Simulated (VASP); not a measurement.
# Hg (Fm-3m) in VASP: a series of runs

The runs below take Hg through single point, with PBE+D3(BJ).

Program: VASP 6.6.1. These are calculated values, not measurements. Logs are shortened: lines on timing, memory, paths and dates and some standing lists are left out, and cuts for length are marked.

## Step 1: The cell of the first run

Symmetry: Fm-3m, No. 225, cubic system. The conventional cell has a = 4.784 Å, b = 4.784 Å, c = 4.784 Å, α = 90.00°, β = 90.00°, γ = 90.00°. Within 4.4 Å of Hg (site symmetry m-3m) lie 12 Hg at 3.38 Å.

## Step 2: Single point, PBE+D3(BJ)

INCAR

```
SYSTEM = Hg
ALGO     = Fast           ! electronic algorithm
EDIFF    = 1E-6           ! SCF threshold, eV
ENCUT    = 520            ! plane-wave cutoff, eV
GGA      = PE             ! functional
ISIF     = 2              ! what is computed and relaxed
ISMEAR   = 0              ! smearing method
IVDW     = 12             ! dispersion correction
LASPH    = .True.         ! aspherical terms in the spheres
LCHARG   = .False.        ! write CHGCAR
LREAL    = .False.        ! projectors in reciprocal space
LWAVE    = .False.        ! write WAVECAR
NBANDS   = 12             ! bands
NELM     = 80             ! most SCF steps
PREC     = Accurate       ! precision mode
SIGMA    = 0.15           ! smearing width, eV
```

KPOINTS

```
k-points
0
Gamma
  18 18 18
  0 0 0
```

POSCAR

```
Hg
1.0
    0.0000000000      2.3919113801      2.3919113801
    2.3919113801      0.0000000000      2.3919113801
    2.3919113801      2.3919113801      0.0000000000
Hg
1
Direct
    0.0000000000      0.0000000000      0.0000000000
```

Potentials or basis: VASP PAW PBE potentials, release 64 (Hg).

Started as:

```bash
$ cat potpaw_PBE.64/Hg/POTCAR > POTCAR
$ mpirun -np 1 vasp_std > vasp.out
```

OUTCAR:

```text
SYSTEM = Hg
   EDIFF = 1E-6
   ENCUT = 520
   GGA = PE
   ISIF = 2
   ISMEAR = 0
   IVDW = 12
   LASPH = .True.
   LREAL = .False.
   NELM = 80
   PREC = Accurate
 IVDW          = 12

 ion  position               nearest neighbor table
   1  0.000  0.000  0.000-

  LATTYP: Found a face centered cubic cell.
 ALAT       =     4.7838227602

  Lattice vectors:

 A1 = (   0.0000000000,   2.3919113801,   2.3919113801)
 A2 = (   2.3919113801,   0.0000000000,   2.3919113801)
 A3 = (   2.3919113801,   2.3919113801,   0.0000000000)

Analysis of symmetry for initial positions (statically):
=====================================================================
 Subroutine PRICEL returns:
 Original cell was already a primitive cell.

 Routine SETGRP: Setting up the symmetry group for a
 face centered cubic supercell.

 Subroutine GETGRP returns: Found 48 space group operations
 (whereof 48 operations were pure point group operations)
 out of a pool of 48 trial point group operations.

The static configuration has the point symmetry O_h .

Analysis of symmetry for dynamics (positions and initial velocities):
=====================================================================
 Subroutine PRICEL returns:
 Original cell was already a primitive cell.

 Routine SETGRP: Setting up the symmetry group for a
 face centered cubic supercell.

 Subroutine GETGRP returns: Found 48 space group operations
 (whereof 48 operations were pure point group operations)
 out of a pool of 48 trial point group operations.

The dynamic configuration has the point symmetry O_h .

 Subroutine INISYM returns: Found 48 space group operations
 (whereof 48 operations are pure point group operations),
 and found     1 'primitive' translations

----------------------------------------------------------------------------------------

                                     Primitive cell

  volume of cell :      27.3694

  direct lattice vectors                    reciprocal lattice vectors
     0.000000000  2.391911380  2.391911380    -0.209037845  0.209037845  0.209037845
     2.391911380  0.000000000  2.391911380     0.209037845 -0.209037845  0.209037845
     2.391911380  2.391911380  0.000000000     0.209037845  0.209037845 -0.209037845

  length of vectors
     3.382673514  3.382673514  3.382673514     0.362064168  0.362064168  0.362064168

  position of ions in fractional coordinates (direct lattice)
     0.000000000  0.000000000  0.000000000

  ion indices of the primitive-cell ions
   primitive index   ion index
[... 83 lines left out ...]
   PSTRESS=    0.0 pullay stress
   NELECT =      12.0000    total number of electrons
   NUPDOWN=      -1.0000    fix difference up-down
   EMIN   =  10.00;   EMAX   =-10.00  energy-range for DOS
   EFERMI =   0.00;   METHOD = LEGACY
   ISMEAR =     0;   SIGMA  =   0.15  broadening in eV -4-tet -1-fermi 0-gaus
   EFERMI_NEDOS =   21; number of points for ismear=-14 and -15
   IALGO  =     68    algorithm
   IMIX   =      4    mixing-type and parameters
     AMIX     =   0.40;   BMIX     =  1.00
     AMIX_MAG =   1.60;   BMIX_MAG =  1.00
  volume/ion in A,a.u.               =      27.37       184.70
  Fermi-wavevector in a.u.,A,eV,Ry     =   1.243694  2.350241 21.045144  1.546774
  Thomas-Fermi vector in A             =   2.377993
   LORBIT       =      0    0 simple, 1 ext, 2 COOP (PROOUT), +10 PAW based schemes
   GGA     = PE    functional components
   LHFCALC =     F    Hartree Fock is set to
   AEXX    =    0.0000 exact exchange contribution
   IVDW    =    12    specifies the selected vdW correction
   LEPSILON=     F    determine dielectric tensor
   LRPA    =     F    only Hartree local field effects (RPA)
 non-spin polarized calculation
 RMM-DIIS sequential band-by-band and
 Gauss-broadening in eV      SIGMA  =   0.15
  energy-cutoff  :      520.00
  volume of cell :       27.37
 maximum number of plane-waves:       754
 NGX is ok and might be reduce to    28
   NGX = 13   NGY = 13   NGZ = 13

 number of electron      11.9999999 magnetization

 Free energy of the ion-electron system (eV)
  ---------------------------------------------------
  ext. energy  EPLUGINS =         0.00000000
  ---------------------------------------------------
  free energy    TOTEN  =        -0.15767478 eV

  energy without entropy =       -0.15426027  energy(sigma->0) =       -0.15596753

 E-fermi :   1.4123     XC(G=0): -10.0505

 val. band max:        1.4064885831   @ k =  -0.3333   0.4444   0.1111
 cond. band min:       1.4936986724   @ k =  -0.3889   0.4444   0.0556
 fundamental gap:      0.0872100892
 Fermi energy:         1.4122763289

 k-point     1 :       0.0000    0.0000    0.0000
  band No.  band energies     occupation
      1      -6.2485      2.00000
      2      -4.9154      2.00000
      3      -4.9154      2.00000
      4      -4.9154      2.00000
      5      -4.4494      2.00000
      6      -4.4494      2.00000
      7      14.9126      0.00000
      8      15.0887      0.00000
      9      15.0887      0.00000
     10      15.0887      0.00000
     11      19.0027      0.00000
     12      19.9244      0.00000
[... 331 lines left out ...]
 k-point    24 :      -0.2222    0.0556    0.0000
  band No.  band energies     occupation
      1      -5.4331      2.00000
      2      -4.8313      2.00000
      3      -4.7946      2.00000
      4      -4.5517      2.00000
      5      -4.4458      2.00000
      6      -4.1805      2.00000
      7       7.9412      0.00000
      8      12.6652      0.00000
      9      14.8762      0.00000
     10      15.3453      0.00000
     11      17.6048      0.00000
     12      18.6475      0.00000

 [... further k-points ...]

------------------------ aborting loop because EDIFF is reached ----------------------------------------

 Edisp (eV)   -0.38278

 E8    (eV) :    -0.1739

  FORCE on cell =-STRESS in cart. coord.  units (eV):
  Direction    XX          YY          ZZ          XY          YZ          ZX
  --------------------------------------------------------------------------------------
  -------------------------------------------------------------------------------------
  Total      -0.17958    -0.17958    -0.17958     0.00000    -0.00000     0.00000
  in kB     -10.51268   -10.51268   -10.51268     0.00000    -0.00000     0.00000
  external pressure =      -10.51 kB  Pullay stress =        0.00 kB

 VOLUME and BASIS-vectors are now :
 -----------------------------------------------------------------------------
  energy-cutoff  :      520.00
  volume of cell :       27.37
      direct lattice vectors                 reciprocal lattice vectors
     0.000000000  2.391911380  2.391911380    -0.209037845  0.209037845  0.209037845
     2.391911380  0.000000000  2.391911380     0.209037845 -0.209037845  0.209037845
     2.391911380  2.391911380  0.000000000     0.209037845  0.209037845 -0.209037845

 POSITION                                       TOTAL-FORCE (eV/Angst)
 -----------------------------------------------------------------------------------
      0.00000      0.00000      0.00000        -0.000000      0.000000     -0.000000
 -----------------------------------------------------------------------------------
    total drift:                               -0.000000     -0.000000     -0.000000

  FREE ENERGIE OF THE ION-ELECTRON SYSTEM (eV)
  ---------------------------------------------------
  free  energy   TOTEN  =        -0.5404591541 eV

  energy  without entropy=       -0.5370446416  energy(sigma->0) =       -0.53875190
```

OSZICAR:

```text
N       E                     dE             d eps       ncg     rms          rms(c)
DAV:   1     0.729244834716E+02    0.72924E+02   -0.64297E+03  4944   0.940E+02
DAV:   2     0.112388231503E+01   -0.71801E+02   -0.67199E+02  5116   0.222E+02
DAV:   3    -0.173600502869E+00   -0.12975E+01   -0.12966E+01  5656   0.336E+01
DAV:   4    -0.174851885811E+00   -0.12514E-02   -0.12514E-02  5284   0.110E+00
DAV:   5    -0.174853807133E+00   -0.19213E-05   -0.19214E-05  5664   0.411E-02    0.221E+00
RMM:   6    -0.158271524038E+00    0.16582E-01   -0.29931E-02  4737   0.165E+00    0.174E+00
RMM:   7    -0.157508572666E+00    0.76295E-03   -0.42556E-03  5061   0.533E-01    0.819E-01
RMM:   8    -0.157648934360E+00   -0.14036E-03   -0.64692E-04  4991   0.345E-01    0.425E-02
RMM:   9    -0.157669755082E+00   -0.20821E-04   -0.61203E-05  5314   0.750E-02    0.263E-02
RMM:  10    -0.157675025606E+00   -0.52705E-05   -0.17702E-05  5140   0.542E-02    0.636E-03
RMM:  11    -0.157674783960E+00    0.24165E-06   -0.14358E-06  3688   0.115E-02
   1 F= -.54045915E+00 E0= -.53875190E+00  d E =-.341451E-02
```

It took 43 s on 1 thread of AMD EPYC 7R13 (Zen 3), shared host; peak memory 0.17 GiB.

What came out:

* Free energy: -0.5405 eV
* Pressure: -1.1 GPa
* Band gap on the k mesh: zero (bands 6 and 7 overlap by 0.89 eV)
* Dispersion energy per atom: -0.383 eV

Levels at points of the mesh, in eV from the Fermi level:
```csv
k point,band 3,band 4,band 5,band 6,band 7,band 8,band 9,band 10
"(0.00, 0.00, 0.00)",-6.33,-6.33,-5.86,-5.86,13.50,13.68,13.68,13.68
"(0.50, 0.00, 0.00)",-6.33,-5.46,-5.46,-1.63,-0.74,11.52,11.52,12.79
"(0.50, 0.50, 0.00)",-5.49,-5.36,-5.36,0.15,0.48,6.82,6.82,10.67
```

Caveat: spin-orbit coupling is left out, which moves the levels of the heavy elements.

## Step 3: Single point, PBE+D3(BJ)

INCAR

```
PREC = Accurate ; ENCUT = 520
EDIFF = 1E-6 ; ISMEAR = 0
SIGMA = 0.15 ; LREAL = False
LASPH = True ; NELM = 60
ALGO = Normal ; ISIF = 2
LWAVE = False ; LCHARG = False
GGA = PE ; IVDW = 12
NBANDS = 12
```

KPOINTS

```
Automatic mesh
0
Gamma
  20 20 20
```

POSCAR is that of step 2.

Potentials or basis: VASP PAW PBE potentials, release 64 (Hg).

Started as:

```bash
$ cat potpaw_PBE.64/Hg/POTCAR > POTCAR
$ mpirun -np 1 vasp_std > vasp.out
```

Run time: 53 s. Hardware: 1 thread of AMD EPYC 7R13 (Zen 3), shared host; peak memory 0.19 GiB.

It converged, with:

- Free energy: -0.5403 eV
- Pressure: -1.1 GPa
- Band gap on the k mesh: zero (bands 6 and 7 overlap by 0.89 eV)
- Dispersion energy per atom: -0.383 eV

Levels at points of the mesh, in eV from the Fermi level:
```csv
k point,band 2,band 3,band 4,band 5,band 6,band 7,band 8,band 9,band 10,band 11
"(0.00, 0.00, 0.00)",-6.32,-6.32,-6.32,-5.85,-5.85,13.51,13.69,13.69,13.69,17.60
"(0.50, 0.00, 0.00)",-6.31,-6.31,-5.45,-5.45,-1.62,-0.72,11.53,11.53,12.80,16.37
"(0.50, 0.50, 0.00)",-6.94,-5.48,-5.35,-5.35,0.16,0.49,6.84,6.84,10.68,12.25
```

Caveat: spin-orbit coupling is left out, which moves the levels of the heavy elements.
